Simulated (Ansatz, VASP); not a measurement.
# Cs: VASP beside Ansatz

```
Cs
1.0
    -3.19997    3.19997    3.19997
     3.19997   -3.19997    3.19997
     3.19997    3.19997   -3.19997
Cs
1
Direct
  0.00000 0.00000 0.00000
```

Alike in both runs: task single point; functional RPBE; k mesh 12 × 12 × 12; occupations fermi-dirac, width 0.1 eV; no spin polarisation.

|  | VASP | Ansatz |
| --- | --- | --- |
| version | VASP 6.6.1 | Ansatz 0.2.0 |
| potentials or method | VASP PAW PBE potentials, release 64 (Cs_sv), cutoff 520 eV | plane waves (420 eV) with PAW, scalar-relativistic |
| valence electrons in the cell | 9 | 9 |

|  | VASP | Ansatz | Ansatz less VASP |
| --- | --- | --- | --- |
| pressure (GPa) | 0.0 | 0.0 | +0.01 |

VASP's potentials were made for PBE, not for RPBE. The functional is the same, so the differences come from potentials, cutoffs and numerics.

Spin-orbit coupling is off throughout.
